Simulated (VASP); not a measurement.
# AlN (base) (P6_3mc) in VASP: notebook

The runs below take AlN (base) through single point, relaxation of cell and atoms, with PBE.

Program: VASP 6.6.1. These are calculated values, not measurements. Logs are shortened: lines on timing, memory, paths and dates and some standing lists are left out, and cuts for length are marked.

**1. The cell of the first run**

Symmetry: P6_3mc, No. 186, hexagonal system. The conventional cell has a = 3.130 Å, b = 3.130 Å, c = 5.018 Å, α = 90.00°, β = 90.00°, γ = 120.00°. Al (site symmetry 3m) has 4 N at 1.90 to 1.91 Å within 2.5 Å. N (site symmetry 3m) has 4 Al at 1.90 to 1.91 Å within 2.5 Å.

**2. Single point, PBE**

INCAR reads:

```
ALGO = Normal
EDIFF = 1E-7
ENCUT = 520
GGA = PE
ISIF = 2
ISMEAR = 0
LASPH = T
LCHARG = T
LELF = T
LREAL = F
LVHAR = T
LWAVE = F
NBANDS = 16
NELM = 100
PREC = Accurate
SIGMA = 0.02
```

KPOINTS reads:

```
k-points
0
Gamma
  9 9 6
```

POSCAR reads:

```
AlN
1.0
    3.1302014549      0.0000000000      0.0000000000
   -1.5651007274      2.7108339789      0.0000000000
    0.0000000000      0.0000000000      5.0180342150
Al N
2 2
Direct
    0.6666666667      0.3333333333      0.4992343693
    0.3333333333      0.6666666667      0.9992343693
    0.6666666667      0.3333333333      0.8807656307
    0.3333333333      0.6666666667      0.3807656307
```

Potentials or basis: VASP PAW PBE potentials, release 64 (Al, N).

On the command line:

```bash
cat potpaw_PBE.64/Al/POTCAR potpaw_PBE.64/N/POTCAR > POTCAR
mpirun -np 1 vasp_std > vasp.out
```

OUTCAR:

```text
EDIFF = 1E-7
   ENCUT = 520
   GGA = PE
   ISIF = 2
   ISMEAR = 0
   LASPH = T
   LREAL = F
   NELM = 100
   PREC = Accurate

 ion  position               nearest neighbor table
   1  0.667  0.333  0.499-   4 1.90   4 1.90   4 1.90   3 1.91   2 3.09   2 3.09   2 3.09   2 3.09
                             2 3.09   2 3.09
   2  0.333  0.667  0.999-   3 1.90   3 1.90   3 1.90   4 1.91   1 3.09   1 3.09   1 3.09   1 3.09
                             1 3.09   1 3.09
   3  0.667  0.333  0.881-   2 1.90   2 1.90   2 1.90   1 1.91
   4  0.333  0.667  0.381-   1 1.90   1 1.90   1 1.90   2 1.91

  LATTYP: Found a hexagonal cell.
 ALAT       =     3.1302014549
 C/A-ratio  =     1.6031026397

  Lattice vectors:

 A1 = (   3.1302014549,   0.0000000000,   0.0000000000)
 A2 = (  -1.5651007274,   2.7108339789,   0.0000000000)
 A3 = (   0.0000000000,   0.0000000000,   5.0180342150)

Analysis of symmetry for initial positions (statically):
=====================================================================
 Subroutine PRICEL returns:
 Original cell was already a primitive cell.

 Routine SETGRP: Setting up the symmetry group for a
 hexagonal supercell.

 Subroutine GETGRP returns: Found 12 space group operations
 (whereof  6 operations were pure point group operations)
 out of a pool of 24 trial point group operations.

The static configuration has the point symmetry C_3v.
 The point group associated with its full space group is C_6v.

Analysis of symmetry for dynamics (positions and initial velocities):
=====================================================================
 Subroutine PRICEL returns:
 Original cell was already a primitive cell.

 Routine SETGRP: Setting up the symmetry group for a
 hexagonal supercell.

 Subroutine GETGRP returns: Found 12 space group operations
 (whereof  6 operations were pure point group operations)
 out of a pool of 24 trial point group operations.

The dynamic configuration has the point symmetry C_3v.
 The point group associated with its full space group is C_6v.

 Subroutine INISYM returns: Found 12 space group operations
 (whereof  6 operations are pure point group operations),
 and found     1 'primitive' translations

----------------------------------------------------------------------------------------

                                     Primitive cell

  volume of cell :      42.5803

  direct lattice vectors                    reciprocal lattice vectors
     3.130201455  0.000000000  0.000000000     0.319468256  0.184445084  0.000000000
    -1.565100727  2.710833979  0.000000000     0.000000000  0.368890167  0.000000000
     0.000000000  0.000000000  5.018034215     0.000000000  0.000000000  0.199281224

  length of vectors
     3.130201455  3.130201455  5.018034215     0.368890167  0.368890167  0.199281224

  position of ions in fractional coordinates (direct lattice)
     0.666666667  0.333333333  0.499234369
     0.333333333  0.666666667  0.999234369
     0.666666667  0.333333333  0.880765631
     0.333333333  0.666666667  0.380765631

  ion indices of the primitive-cell ions
   primitive index   ion index
                 1           1
                 2           2
                 3           3
                 4           4

----------------------------------------------------------------------------------------

 KPOINTS: k-points

Automatic generation of k-mesh.
 Grid dimensions read from file:
 generate k-points for:    9    9    6

 Generating k-lattice:

  Cartesian coordinates                     Fractional coordinates (reciprocal lattice)
     0.035496473  0.020493898  0.000000000     0.111111111 -0.000000000  0.000000000
     0.000000000  0.040987796  0.000000000     0.000000000  0.111111111  0.000000000
     0.000000000  0.000000000  0.033213537     0.000000000  0.000000000  0.166666667

  Length of vectors
     0.040987796  0.040987796  0.033213537

  Shift w.r.t. Gamma in fractional coordinates (k-lattice)
     0.000000000  0.000000000  0.000000000

 Subroutine IBZKPT returns following result:
 ===========================================

 Found     48 irreducible k-points:

 Following reciprocal coordinates:
            Coordinates               Weight
  0.000000  0.000000  0.000000      1.000000
  0.111111  0.000000  0.000000      6.000000
  0.222222  0.000000  0.000000      6.000000
  0.333333  0.000000  0.000000      6.000000
  0.444444  0.000000  0.000000      6.000000
  0.111111  0.111111  0.000000      6.000000
[... 16 lines left out ...]
  0.333333  0.222222  0.166667     24.000000
  0.333333  0.333333  0.166667      4.000000
 [... further k-points ...]
   k-points           NKPTS =     48   k-points in BZ     NKDIM =     48   number of bands    NBANDS=     16
   number of dos      NEDOS =    301   number of ions     NIONS =      4
   total plane-waves  NPLWV =  23040
   dimension x,y,z NGX =    24 NGY =   24 NGZ =   40
   dimension x,y,z NGXF=    48 NGYF=   48 NGZF=   80
   ions per type =               2   2
   NGX,Y,Z   is equivalent  to a cutoff of  12.75, 12.75, 13.25 a.u.
   NGXF,Y,Z  is equivalent  to a cutoff of  25.49, 25.49, 26.50 a.u.
 SYSTEM =  unknown system
   PREC   = accura    normal or accurate (medium, high low for compatibility)
   ISTART =      0    job   : 0-new  1-cont  2-samecut
   ICHARG =      2    charge: 1-file 2-atom 10-const
   ISPIN  =      1    spin polarized calculation?
   LNONCOLLINEAR =      F non collinear calculations
   LSORBIT =      F    spin-orbit coupling
   LASPH  =      T    aspherical Exc in radial PAW
   ENCUT  =  520.0 eV  38.22 Ry    6.18 a.u.   5.82  5.82  9.33*2*pi/ulx,y,z
   NELM   =    100;   NELMIN=  2; NELMDL= -5     # of ELM steps
   EDIFF  = 0.1E-06   stopping-criterion for ELM
   LREAL  =      F    real-space projection
   EDIFFG = 0.1E-05   stopping-criterion for IOM
   NSW    =      0    number of steps for IOM
   IBRION =     -1    ionic relax: 0-MD 1-quasi-New 2-CG
   NFREE  =      0    steps in history (QN), initial steepest desc. (CG)
   ISIF   =      2    stress and relaxation
   ISYM   =      2    0-nonsym 1-usesym 2-fastsym
   POTIM  = 0.5000    time-step for ionic-motion
   TEBEG  =    0.0;   TEEND  =   0.0 temperature during run
   PSTRESS=    0.0 pullay stress
   NELECT =      16.0000    total number of electrons
   NUPDOWN=      -1.0000    fix difference up-down
   EMIN   =  10.00;   EMAX   =-10.00  energy-range for DOS
   EFERMI =   0.00;   METHOD = LEGACY
   ISMEAR =     0;   SIGMA  =   0.02  broadening in eV -4-tet -1-fermi 0-gaus
   EFERMI_NEDOS =   21; number of points for ismear=-14 and -15
   IALGO  =     38    algorithm
   IMIX   =      4    mixing-type and parameters
     AMIX     =   0.40;   BMIX     =  1.00
     AMIX_MAG =   1.60;   BMIX_MAG =  1.00
  volume/ion in A,a.u.               =      10.65        71.84
  Fermi-wavevector in a.u.,A,eV,Ry     =   1.181350  2.232428 18.988122  1.395588
  Thomas-Fermi vector in A             =   2.317625
   LORBIT       =      0    0 simple, 1 ext, 2 COOP (PROOUT), +10 PAW based schemes
   GGA     = PE    functional components
   LHFCALC =     F    Hartree Fock is set to
   AEXX    =    0.0000 exact exchange contribution
   IVDW    =     0    specifies the selected vdW correction
   LEPSILON=     F    determine dielectric tensor
   LRPA    =     F    only Hartree local field effects (RPA)
 non-spin polarized calculation
 Gauss-broadening in eV      SIGMA  =   0.02
  energy-cutoff  :      520.00
  volume of cell :       42.58
 maximum number of plane-waves:      1170
 NGX is ok and might be reduce to    24
   NGX = 11   NGY = 11   NGZ = 19

 number of electron      15.9999998 magnetization

 Free energy of the ion-electron system (eV)
  ---------------------------------------------------
  ext. energy  EPLUGINS =         0.00000000
  ---------------------------------------------------
  free energy    TOTEN  =       -29.78048827 eV

  energy without entropy =      -29.78048827  energy(sigma->0) =      -29.78048827

 E-fermi :   6.1337     XC(G=0): -10.8270

 val. band max:        5.9643529723   @ k =   0.0000   0.0000   0.0000
 cond. band min:      10.0076519918   @ k =   0.0000   0.0000   0.0000
 fundamental gap:      4.0432990195
 Fermi energy:         6.1336677043

 k-point     1 :       0.0000    0.0000    0.0000
  band No.  band energies     occupation
      1      -9.1031      2.00000
      2      -7.0203      2.00000
      3       0.0588      2.00000
      4       5.1193      2.00000
      5       5.1193      2.00000
      6       5.7618      2.00000
[... 8 lines left out ...]
     15      18.9298      0.00000
     16      18.9298      0.00000

 k-point     2 :       0.1111    0.0000    0.0000
  band No.  band energies     occupation
      1      -8.9499      2.00000
      2      -6.9346      2.00000
      3       0.2428      2.00000
      4       4.4225      2.00000
      5       4.9256      2.00000
      6       5.0815      2.00000
[... 8 lines left out ...]
     15      18.8013      0.00000
     16      18.9662      0.00000

 k-point     3 :       0.2222    0.0000    0.0000
  band No.  band energies     occupation
      1      -8.5155      2.00000
      2      -6.7198      2.00000
      3       0.7767      2.00000
      4       2.9406      2.00000
      5       3.8356      2.00000
      6       4.5259      2.00000
[... 8 lines left out ...]
     15      17.9674      0.00000
     16      18.7763      0.00000

 k-point     4 :       0.3333    0.0000    0.0000
  band No.  band energies     occupation
      1      -7.8913      2.00000
      2      -6.5121      2.00000
      3       1.5088      2.00000
      4       1.6164      2.00000
      5       2.6735      2.00000
      6       4.1531      2.00000
[... 8 lines left out ...]
     15      17.8614      0.00000
     16      20.1805      0.00000

 k-point     5 :       0.4444    0.0000    0.0000
  band No.  band energies     occupation
      1      -7.3031      2.00000
      2      -6.4896      2.00000
      3       0.6992      2.00000
      4       1.9397      2.00000
      5       2.4799      2.00000
      6       3.9386      2.00000
[... 8 lines left out ...]
     15      18.5232      0.00000
     16      20.9064      0.00000

 k-point     6 :       0.1111    0.1111    0.0000
  band No.  band energies     occupation
      1      -8.6557      2.00000
      2      -6.7837      2.00000
      3       0.6022      2.00000
      4       3.6005      2.00000
      5       3.8137      2.00000
      6       4.8485      2.00000
[... 8 lines left out ...]
     15      18.2566      0.00000
     16      18.9966      0.00000
[... 267 lines left out ...]
 k-point    21 :       0.4444    0.1111    0.1667
  band No.  band energies     occupation
      1      -7.0709      2.00000
      2      -6.5411      2.00000
      3       0.5796      2.00000
      4       1.5787      2.00000
      5       2.9817      2.00000
      6       3.6888      2.00000
[... 8 lines left out ...]
     15      18.5267      0.00000
     16      20.7483      0.00000

 k-point    22 :       0.2222    0.2222    0.1667
  band No.  band energies     occupation
      1      -7.4953      2.00000
      2      -6.5244      2.00000
      3       1.4308      2.00000
      4       1.6698      2.00000
      5       2.9222      2.00000
      6       3.3401      2.00000
[... 8 lines left out ...]
     15      18.0226      0.00000
     16      20.7295      0.00000

 k-point    23 :       0.3333    0.2222    0.1667
  band No.  band energies     occupation
      1      -6.9923      2.00000
      2      -6.5143      2.00000
      3       1.0411      2.00000
      4       1.6990      2.00000
      5       2.5111      2.00000
      6       3.5108      2.00000
[... 8 lines left out ...]
     15      18.5951      0.00000
     16      20.5492      0.00000

 k-point    24 :       0.3333    0.3333    0.1667
  band No.  band energies     occupation
      1      -6.6620      2.00000
      2      -6.6620      2.00000
      3       1.3514      2.00000
      4       1.8330      2.00000
      5       1.8330      2.00000
      6       3.3228      2.00000
[... 8 lines left out ...]
     15      18.9141      0.00000
     16      20.7957      0.00000

 [... further k-points ...]
[... 5 lines left out ...]
  --------------------------------------------------------------------------------------
  -------------------------------------------------------------------------------------
  Total       -0.0746919     -0.0746919     -0.0584843     -0.0000000     -0.0000000      0.0000000
  in kB       -2.8104460     -2.8104460     -2.2005981     -0.0000000     -0.0000000      0.0000000
  external PRESSURE =      -2.6071634 kB  Pullay stress =       0.0000000 kB

 VOLUME and BASIS-vectors are now :
 -----------------------------------------------------------------------------
  energy-cutoff  :      520.00
  volume of cell :       42.58
      direct lattice vectors                 reciprocal lattice vectors
     3.130201455  0.000000000  0.000000000     0.319468256  0.184445084  0.000000000
    -1.565100727  2.710833979  0.000000000     0.000000000  0.368890167  0.000000000
     0.000000000  0.000000000  5.018034215     0.000000000  0.000000000  0.199281224

 POSITION                                       TOTAL-FORCE (eV/Angst)
 -----------------------------------------------------------------------------------
      1.56510      0.90361      2.50518         0.000000     -0.000000      0.000266
     -0.00000      1.80722      5.01419        -0.000000     -0.000000      0.000266
      1.56510      0.90361      4.41971        -0.000000     -0.000000     -0.000266
     -0.00000      1.80722      1.91069         0.000000      0.000000     -0.000266
 -----------------------------------------------------------------------------------
    total drift:                               -0.000000     -0.000000      0.000531

  FREE ENERGIE OF THE ION-ELECTRON SYSTEM (eV)
  ---------------------------------------------------
  free  energy   TOTEN  =       -29.7804882728 eV

  energy  without entropy=      -29.7804882728  energy(sigma->0) =      -29.78048827
```

Wall time 14 s (1 thread of Intel Xeon 6975P-C (Granite Rapids), shared host); peak memory 0.16 GiB.

What came out:

```
Free energy            : -29.7805 eV
Pressure               : -0.3 GPa
Band gap on the k mesh : 4.04 eV, direct
```

Expect the measured gap to be larger: semilocal functionals such as PBE lack the derivative discontinuity.

(Continued in part 2 of 2.)
